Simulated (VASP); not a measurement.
# Si2Mo (C2/m) in VASP: a series of runs, part 2 of 2

VASP 6.6.1. The steps go on from the part before.

## (3) Electric field gradients, PBEsol (equal xy, yz and zx shear strains of -2 %)

INCAR

```
SYSTEM = Si2Mo
PREC = Accurate
ENCUT = 520
EDIFF = 1E-8
ISMEAR = -1
SIGMA = 0.03
LREAL = .FALSE.
LASPH = .TRUE.
NELM = 100
ALGO = Normal
ISIF = 2
LWAVE = .FALSE.
LCHARG = .FALSE.
GGA = PS
LEFG = .TRUE.
NBANDS = 18
```

KPOINTS

```
regular mesh
0
G
  12 12 16
  0 0 0
```

POSCAR

```
Si2Mo
1.0
   -1.6553050000      1.5766950000      3.9305000000
    1.5766950000     -1.6553050000      3.9305000000
    1.6233050000      1.6233050000     -3.9625000000
Si Mo
2 1
Direct
    0.3330000000      0.3330000000      0.0000000000
    0.6670000000      0.6670000000      0.0000000000
    0.0000000000      0.0000000000      0.0000000000
```

Potentials or basis: VASP PAW PBE potentials, release 64 (Si, Mo_sv).

Started as:

```
> cat potpaw_PBE.64/Si/POTCAR potpaw_PBE.64/Mo_sv/POTCAR > POTCAR
> mpirun -np 1 vasp_std > vasp.out
```

OUTCAR:

```text
SYSTEM = Si2Mo
   PREC = Accurate
   ENCUT = 520
   EDIFF = 1E-8
   ISMEAR = -1
   LREAL = .FALSE.
   LASPH = .TRUE.
   NELM = 100
   ISIF = 2
   GGA = PS

 ion  position               nearest neighbor table
   1  0.333  0.333  0.000-   2 2.56   3 2.56   3 2.62   2 2.62   2 2.63   3 2.63   2 2.63   2 2.63
                             3 2.64   3 2.64
   2  0.667  0.667  0.000-   1 2.56   3 2.56   3 2.62   1 2.62   1 2.63   3 2.63   1 2.63   1 2.63
                             3 2.64   3 2.64
   3  0.000  0.000  0.000-   2 2.56   1 2.56   2 2.62   1 2.62   2 2.63   1 2.63   2 2.64   1 2.64
                             1 2.64   2 2.64

  Warning from LATTYP: Got some problem with cell dimensions!
  Tried to take original basis but could not verify dimensions!
  LATTYP: Found a base centered monoclinic cell.
 ALAT       =     4.4806856618
 B/A-ratio  =     1.0200979445
 C/A-ratio  =     0.9973547003
 COS(beta)  =    -0.4763260285

  Lattice vectors:

 A1 = (  -3.2000000000,   0.0320000000,   0.0320000000)
 A2 = (   0.0320000000,  -3.2000000000,   0.0320000000)
 A3 = (   1.5446950000,   1.5446950000,   3.8985000000)

Analysis of symmetry for initial positions (statically):
=====================================================================
 Subroutine PRICEL returns:
 Original cell was already a primitive cell.

 Routine SETGRP: Setting up the symmetry group for a
 base centered monoclinic supercell.

 Subroutine GETGRP returns: Found  4 space group operations
 (whereof  4 operations were pure point group operations)
 out of a pool of  4 trial point group operations.

The static configuration has the point symmetry C_2h.

Analysis of symmetry for dynamics (positions and initial velocities):
=====================================================================
 Subroutine PRICEL returns:
 Original cell was already a primitive cell.

 Routine SETGRP: Setting up the symmetry group for a
 base centered monoclinic supercell.

 Subroutine GETGRP returns: Found  4 space group operations
 (whereof  4 operations were pure point group operations)
 out of a pool of  4 trial point group operations.

The dynamic configuration has the point symmetry C_2h.

 Subroutine INISYM returns: Found  4 space group operations
 (whereof  4 operations are pure point group operations),
 and found     1 'primitive' translations

----------------------------------------------------------------------------------------

                                     Primitive cell

  volume of cell :      40.2362

  direct lattice vectors                    reciprocal lattice vectors
    -1.655305000  1.576695000  3.930500000     0.004442415  0.313848356  0.130393186
     1.576695000 -1.655305000  3.930500000     0.313848356  0.004442415  0.130393186
     1.623305000  1.623305000 -3.962500000     0.315720348  0.315720348  0.006314407

  length of vectors
     4.546958546  4.546958546  4.579480811     0.339886611  0.339886611  0.446540645

  position of ions in fractional coordinates (direct lattice)
     0.333000000  0.333000000  0.000000000
[... 92 lines left out ...]
   NUPDOWN=      -1.0000    fix difference up-down
   EMIN   =  10.00;   EMAX   =-10.00  energy-range for DOS
   EFERMI =   0.00;   METHOD = LEGACY
   ISMEAR =    -1;   SIGMA  =   0.03  broadening in eV -4-tet -1-fermi 0-gaus
   EFERMI_NEDOS =   21; number of points for ismear=-14 and -15
   IALGO  =     38    algorithm
   IMIX   =      4    mixing-type and parameters
     AMIX     =   0.40;   BMIX     =  1.00
     AMIX_MAG =   1.60;   BMIX_MAG =  1.00
  volume/ion in A,a.u.               =      13.41        90.51
  Fermi-wavevector in a.u.,A,eV,Ry     =   1.338680  2.529739 24.382523  1.792065
  Thomas-Fermi vector in A             =   2.467132
   LORBIT       =      0    0 simple, 1 ext, 2 COOP (PROOUT), +10 PAW based schemes
   GGA     = PS    functional components
   LHFCALC =     F    Hartree Fock is set to
   AEXX    =    0.0000 exact exchange contribution
   IVDW    =     0    specifies the selected vdW correction
   LEPSILON=     F    determine dielectric tensor
   LRPA    =     F    only Hartree local field effects (RPA)
 non-spin polarized calculation
  energy-cutoff  :      520.00
  volume of cell :       40.24
 maximum number of plane-waves:      1105
 NGX is ok and might be reduce to    36
   NGX = 17   NGY = 17   NGZ = 17

 number of electron      22.0000000 magnetization

 Free energy of the ion-electron system (eV)
  ---------------------------------------------------
  ext. energy  EPLUGINS =         0.00000000
  ---------------------------------------------------
  free energy    TOTEN  =       -25.04053500 eV

  energy without entropy =      -25.03965723  energy(sigma->0) =      -25.04009611

 E-fermi :  12.2138     XC(G=0): -12.5116

 val. band max:       12.2075558631   @ k =  -0.2500  -0.3333   0.2500
 cond. band min:      12.2260395092   @ k =  -0.3333   0.5000   0.4375
 fundamental gap:      0.0184836461
 Fermi energy:        12.2138399737

 k-point     1 :       0.0000    0.0000    0.0000
  band No.  band energies     occupation
      1     -48.4463      2.00000
      2     -22.6428      2.00000
      3     -22.5442      2.00000
      4     -22.5380      2.00000
      5      -1.2690      2.00000
      6       5.8364      2.00000
[... 481 lines left out ...]
      5       1.6453      2.00000
      6       4.2301      2.00000
[... 10 lines left out ...]
     17      19.4836      0.00000
     18      20.5724      0.00000

 [... further k-points ...]

------------------------ aborting loop because EDIFF is reached ----------------------------------------

  FORCE on cell =-STRESS in cart. coord.  units (eV):
  Direction    XX          YY          ZZ          XY          YZ          ZX
  --------------------------------------------------------------------------------------
  -------------------------------------------------------------------------------------
  Total       -0.4036113     -0.4036113     -0.7560338      1.0167079      1.0558088      1.0558089
  in kB      -16.0715339    -16.0715339    -30.1047617     40.4846320     42.0416060     42.0416074
  external PRESSURE =     -20.7492765 kB  Pullay stress =       0.0000000 kB

 VOLUME and BASIS-vectors are now :
 -----------------------------------------------------------------------------
  energy-cutoff  :      520.00
  volume of cell :       40.24
      direct lattice vectors                 reciprocal lattice vectors
    -1.655305000  1.576695000  3.930500000     0.004442415  0.313848356  0.130393186
     1.576695000 -1.655305000  3.930500000     0.313848356  0.004442415  0.130393186
     1.623305000  1.623305000 -3.962500000     0.315720348  0.315720348  0.006314407

 POSITION                                       TOTAL-FORCE (eV/Angst)
 -----------------------------------------------------------------------------------
     -0.02618     -0.02618      2.61771        -0.027554     -0.027554      0.321049
     -0.05243     -0.05243      5.24329         0.027554      0.027554     -0.321049
      0.00000      0.00000      0.00000        -0.000000      0.000000      0.000000
 -----------------------------------------------------------------------------------
    total drift:                                0.000000      0.000000     -0.000000

  FREE ENERGIE OF THE ION-ELECTRON SYSTEM (eV)
  ---------------------------------------------------
  free  energy   TOTEN  =       -25.0405349962 eV

  energy  without entropy=      -25.0396572316  energy(sigma->0) =      -25.04009611

 Electric field gradients (V/A^2)
---------------------------------------------------------------------
 ion       V_xx      V_yy      V_zz      V_xy      V_xz      V_yz
---------------------------------------------------------------------
   1       5.920     5.920   -11.840    -4.593    -3.594    -3.594
   2       5.920     5.920   -11.840    -4.593    -3.594    -3.594
   3      29.094    29.094   -58.188   -14.146   -13.141   -13.141
---------------------------------------------------------------------

 Electric field gradients after diagonalization (V/A^2)
 (convention: |V_zz| > |V_xx| > |V_yy|)
----------------------------------------------------------------------
 ion       V_xx      V_yy      V_zz     asymmetry (V_yy - V_xx)/ V_zz
----------------------------------------------------------------------
   1      10.513     3.061   -13.574       0.549
   2      10.513     3.061   -13.574       0.549
   3      43.239    19.399   -62.639       0.381
----------------------------------------------------------------------

           NMR quadrupolar parameters

 Cq : quadrupolar parameter    Cq=e*Q*V_zz/h
 eta: asymmetry parameters     (V_yy - V_xx)/ V_zz
 Q  : nuclear electric quadrupole moment in mb (millibarn)
----------------------------------------------------------------------
 ion       Cq(MHz)       eta       Q (mb)
----------------------------------------------------------------------
   1      -0.033       0.549       1.000
   2      -0.033       0.549       1.000
   3      -0.151       0.381       1.000
----------------------------------------------------------------------
```

Wall time 9.9 min (1 thread of Intel Xeon 8259CL, shared host); peak memory 0.55 GiB.

Results:

```
Free energy                             : -25.0405 eV
Pressure                                : -2.1 GPa
Largest force                           : 0.323 eV/Å
Band gap on the k mesh                  : zero (bands 11 and 12 overlap by 0.96 eV)
Largest electric field gradient by atom : Si -13.6; Mo -62.6 V/Å²
```

Forces on the atoms (eV/Å):
```
Si  -0.028 -0.028  0.321
Si   0.028  0.028 -0.321
Mo   0.000  0.000  0.000
```

Stress tensor (GPa, compression positive):
```
-1.61  4.05  4.20
 4.05 -1.61  4.20
 4.20  4.20 -3.01
```

Levels at points of the mesh, in eV from the Fermi level:
| k point | band 8 | band 9 | band 10 | band 11 | band 12 | band 13 | band 14 | band 15 |
| --- | --- | --- | --- | --- | --- | --- | --- | --- |
| (0.00, 0.00, 0.00) | -3.11 | -2.82 | -2.51 | 0.38 | 2.98 | 3.02 | 3.62 | 3.75 |
| (0.50, 0.00, 0.00) | -4.60 | -2.64 | -2.46 | -0.54 | 2.20 | 3.04 | 3.92 | 4.46 |
| (0.50, 0.50, 0.00) | -5.10 | -4.62 | -3.09 | -1.02 | 2.28 | 2.62 | 2.89 | 3.31 |
| (0.00, 0.00, 0.50) | -5.41 | -4.45 | -3.08 | -1.28 | 2.28 | 2.68 | 3.04 | 3.21 |
| (0.50, 0.00, 0.50) | -4.38 | -2.76 | -2.52 | -0.56 | 2.26 | 2.91 | 4.04 | 4.10 |
| (0.50, 0.50, 0.50) | -2.33 | -0.73 | -0.63 | -0.52 | -0.45 | 0.52 | 4.60 | 5.15 |

Electric field gradients, principal values (V/Å²):
```csv
atom,least,middle,greatest (by size)
1 Si,3.061,10.513,-13.574
2 Si,3.061,10.513,-13.574
3 Mo,19.399,43.239,-62.639
```

Caveat: the cell differs from its parent crystal (equal xy, yz and zx shear strains of -2 %); without QUAD_EFG the Cq values of the log hold for a quadrupole moment of 1 mb, not for the nuclei; the PAW data sets were made with another functional, which shifts forces and pressure a little.
